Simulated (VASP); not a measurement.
# HgPd (Potarite) (P4/mmm) in VASP: relaxation of cell and atoms with LDA

Aim: the relaxation of cell and atoms of HgPd (Potarite) with LDA.

Everything below comes from runs of VASP 6.6.1. Logs are shortened: lines on timing, memory, paths and dates and some standing lists are left out, and cuts for length are marked.

## (1) The cell of the first run

It takes space group P4/mmm (No. 123, tetragonal). Conventional cell: a = 2.979 Å, b = 2.979 Å, c = 3.703 Å, α = 90.00°, β = 90.00°, γ = 90.00°. Within 3.7 Å of Hg (site symmetry 4/mmm) lie 8 Pd at 2.80 Å and 4 Hg at 2.98 Å. Within 3.7 Å of Pd (site symmetry 4/mmm) lie 8 Hg at 2.80 Å and 4 Pd at 2.98 Å.

## (2) Relaxation of cell and atoms, LDA

INCAR reads:

```
SYSTEM = HgPd
  PREC = Accurate
  ENCUT = 600
  EDIFF = 1E-6
  ISMEAR = -1
  SIGMA = 0.15
  LREAL = .FALSE.
  LASPH = .TRUE.
  NELM = 100
  ALGO = Normal
  ISIF = 3
  LWAVE = .FALSE.
  LCHARG = .FALSE.
  IBRION = 2
  NSW = 80
  EDIFFG = -0.001
```

KPOINTS reads:

```
Automatic mesh
0
G
  14 14 12
  0 0 0
```

POSCAR reads:

```
HgPd
1.0
    2.9790396217      0.0000000000      0.0000000000
    0.0000000000      2.9790396217      0.0000000000
    0.0000000000      0.0000000000      3.7034077476
Hg Pd
1 1
Direct
    0.0000000000      0.0000000000      0.0000000000
    0.5000000000      0.5000000000      0.5000000000
```

Potentials or basis: VASP PAW LDA potentials, release 64 (Hg, Pd).

Command:

```sh
$ cat potpaw_LDA.64/Hg/POTCAR potpaw_LDA.64/Pd/POTCAR > POTCAR
$ mpirun -np 1 vasp_std > vasp.out
```

OUTCAR:

```text
SYSTEM = HgPd
   PREC = Accurate
   ENCUT = 600
   EDIFF = 1E-6
   ISMEAR = -1
   LREAL = .FALSE.
   LASPH = .TRUE.
   NELM = 100
   ISIF = 3
   IBRION = 2
   NSW = 80
   EDIFFG = -0.001

 ion  position               nearest neighbor table
   1  0.000  0.000  0.000-   2 2.80   2 2.80   2 2.80   2 2.80   2 2.80   2 2.80   2 2.80   2 2.80

   2  0.500  0.500  0.500-   1 2.80   1 2.80   1 2.80   1 2.80   1 2.80   1 2.80   1 2.80   1 2.80

  LATTYP: Found a simple tetragonal cell.
 ALAT       =     2.9790396217
 C/A-ratio  =     1.2431549150

  Lattice vectors:

 A1 = (   2.9790396217,   0.0000000000,   0.0000000000)
 A2 = (   0.0000000000,   2.9790396217,   0.0000000000)
 A3 = (   0.0000000000,   0.0000000000,   3.7034077476)

Analysis of symmetry for initial positions (statically):
=====================================================================
 Subroutine PRICEL returns:
 Original cell was already a primitive cell.

 Routine SETGRP: Setting up the symmetry group for a
 simple tetragonal supercell.

 Subroutine GETGRP returns: Found 16 space group operations
 (whereof 16 operations were pure point group operations)
 out of a pool of 16 trial point group operations.

The static configuration has the point symmetry D_4h.

Analysis of symmetry for dynamics (positions and initial velocities):
=====================================================================
 Subroutine PRICEL returns:
 Original cell was already a primitive cell.

 Routine SETGRP: Setting up the symmetry group for a
 simple tetragonal supercell.

 Subroutine GETGRP returns: Found 16 space group operations
 (whereof 16 operations were pure point group operations)
 out of a pool of 16 trial point group operations.

The dynamic configuration has the point symmetry D_4h.

 Subroutine INISYM returns: Found 16 space group operations
 (whereof 16 operations are pure point group operations),
 and found     1 'primitive' translations

----------------------------------------------------------------------------------------

                                     Primitive cell

  volume of cell :      32.8665

  direct lattice vectors                    reciprocal lattice vectors
     2.979039622  0.000000000  0.000000000     0.335678651  0.000000000  0.000000000
     0.000000000  2.979039622  0.000000000     0.000000000  0.335678651  0.000000000
[... 114 lines left out ...]
   LEPSILON=     F    determine dielectric tensor
   LRPA    =     F    only Hartree local field effects (RPA)
 conjugate gradient relaxation of ions
 non-spin polarized calculation
  energy-cutoff  :      600.00
  volume of cell :       32.87
 maximum number of plane-waves:      1124
 NGX is ok and might be reduce to    24
   NGX = 11   NGY = 11   NGZ = 15

--------------------------------------- Ionic step        1  -------------------------------------------

 number of electron      21.9999999 magnetization

 Free energy of the ion-electron system (eV)
  ---------------------------------------------------
  ext. energy  EPLUGINS =         0.00000000
  ---------------------------------------------------
  free energy    TOTEN  =        -7.97393977 eV

  energy without entropy =       -7.93391622  energy(sigma->0) =       -7.95392800

------------------------ aborting loop because EDIFF is reached ----------------------------------------

  FORCE on cell =-STRESS in cart. coord.  units (eV):
  Direction    XX          YY          ZZ          XY          YZ          ZX
  --------------------------------------------------------------------------------------
  -------------------------------------------------------------------------------------
  Total        0.4205816      0.4205816      0.3583602      0.0000000      0.0000000      0.0000000
  in kB       20.5024951     20.5024951     17.4693298      0.0000000      0.0000000      0.0000000
  external PRESSURE =      19.4914400 kB  Pullay stress =       0.0000000 kB
[... 89 lines left out ...]
  FREE ENERGIE OF THE ION-ELECTRON SYSTEM (eV)
  ---------------------------------------------------
  free  energy   TOTEN  =        -7.9762782887 eV

  energy  without entropy=       -7.9356560579  energy(sigma->0) =       -7.95596717

[... ionic steps 4 to 12 ...]

--------------------------------------- Ionic step       13  -------------------------------------------

 number of electron      21.9999999 magnetization

------------------------ aborting loop because EDIFF is reached ----------------------------------------
[... 67 lines left out ...]
--------------------------------------- Ionic step       15  -------------------------------------------

 number of electron      21.9999999 magnetization

 Free energy of the ion-electron system (eV)
  ---------------------------------------------------
  ext. energy  EPLUGINS =         0.00000000
  ---------------------------------------------------
  free energy    TOTEN  =        -7.97644437 eV

  energy without entropy =       -7.93503688  energy(sigma->0) =       -7.95574062

 E-fermi :   7.0103     XC(G=0): -12.9683

 val. band max:        6.9983426942   @ k =   0.3571   0.0714   0.4167
 cond. band min:       7.0254083372   @ k =   0.1429   0.1429   0.3333
 fundamental gap:      0.0270656430
 Fermi energy:         7.0102746924

 k-point     1 :       0.0000    0.0000    0.0000
  band No.  band energies     occupation
      1      -2.9448      2.00000
      2      -1.7082      2.00000
      3      -1.3933      2.00000
      4      -0.0385      2.00000
      5      -0.0385      2.00000
      6       0.4988      2.00000
      7       3.5551      2.00000
      8       4.2328      2.00000
      9       5.5022      1.99991
     10       5.5022      1.99991
     11       5.6524      1.99977
     12       9.5265      0.00000
     13      15.3163      0.00000
     14      15.3163      0.00000
[... 401 lines left out ...]
      2      -0.7652      2.00000
      3      -0.7485      2.00000
      4      -0.4472      2.00000
      5      -0.3320      2.00000
      6       1.2084      2.00000
      7       4.1494      2.00000
      8       4.2167      2.00000
      9       4.2877      2.00000
     10       5.0284      2.00000
     11       5.2760      1.99998
     12       8.9886      0.00000
     13      14.0436      0.00000
     14      15.2140      0.00000
     15      17.2302      0.00000

 [... further k-points ...]
[... 5 lines left out ...]
  --------------------------------------------------------------------------------------
  -------------------------------------------------------------------------------------
  Total        0.0002690      0.0002690     -0.0006032      0.0000000      0.0000000      0.0000000
  in kB        0.0129598      0.0129598     -0.0290665      0.0000000      0.0000000      0.0000000
  external PRESSURE =      -0.0010490 kB  Pullay stress =       0.0000000 kB
[... 17 lines left out ...]
  FREE ENERGIE OF THE ION-ELECTRON SYSTEM (eV)
  ---------------------------------------------------
  free  energy   TOTEN  =        -7.9764443690 eV

  energy  without entropy=       -7.9350368806  energy(sigma->0) =       -7.95574062

 reached required accuracy - stopping structural energy minimisation
```

CONTCAR:

```text
HgPd
   1.00000000000000
     2.9993369754971915    0.0000000000000000   -0.0000000000000000
     0.0000000000000000    2.9993369754971915    0.0000000000000000
     0.0000000000000000   -0.0000000000000001    3.6962498589953823
  Hg              Pd
     1     1
Direct
     0.0000000000000000    0.0000000000000000    0.0000000000000000
     0.5000000000000000    0.5000000000000000    0.5000000000000000

  0.00000000E+00  0.00000000E+00  0.00000000E+00
  0.00000000E+00  0.00000000E+00  0.00000000E+00
```

Wall time 3.4 min (1 thread of Intel Xeon 6975P-C (Granite Rapids), shared host); peak memory 0.3 GiB.

What came out:

```yaml
Free_energy: -7.9764 eV
Relaxed_volume: 16.63 Å³/atom
Relaxed_cell: a = 2.999 Å, b = 2.999 Å, c = 3.696 Å, α = 90.00°, β = 90.00°, γ = 90.00°
Space_group_after_relaxing_to_0.05_Å: P4/mmm (No. 123)
Energy_gained_by_relaxing: 1.3 meV/atom
Ionic_steps: 15
Pressure_after_relaxing: 0.0 GPa
Band_gap_on_the_k_mesh: zero (band 11 reaches 9.41 eV, above the bottom of band 12 at 5.43 eV)
```

Step by step:
```csv
step,energy change (eV),largest force (eV/Å),pressure (GPa),volume (Å³)
1,0.0000,0.0000,1.95,32.87
2,0.0026,0.0000,-2.67,33.83
3,-0.0023,0.0000,-0.04,33.25
4,-0.0023,0.0000,0.02,33.24
5,-0.0024,0.0000,0.02,33.24
6,-0.0025,0.0000,0.03,33.24
7,-0.0025,0.0000,0.05,33.24
8,-0.0025,0.0000,0.04,33.24
9,-0.0025,0.0000,0.03,33.24
10,-0.0025,0.0000,0.04,33.24
11,-0.0025,0.0000,0.03,33.24
12,-0.0025,0.0000,0.04,33.24
13,-0.0025,0.0000,0.04,33.24
14,-0.0025,0.0000,-0.12,33.28
15,-0.0025,0.0000,0.00,33.25
```

Final structure:
```
Hg Pd
1.0
     2.99934    0.00000    0.00000
     0.00000    2.99934    0.00000
     0.00000    0.00000    3.69625
Hg Pd
1 1
Direct
  0.00000 0.00000 0.00000
  0.50000 0.50000 0.50000
```

Caveat: spin-orbit coupling is left out, which moves the levels of the heavy elements.
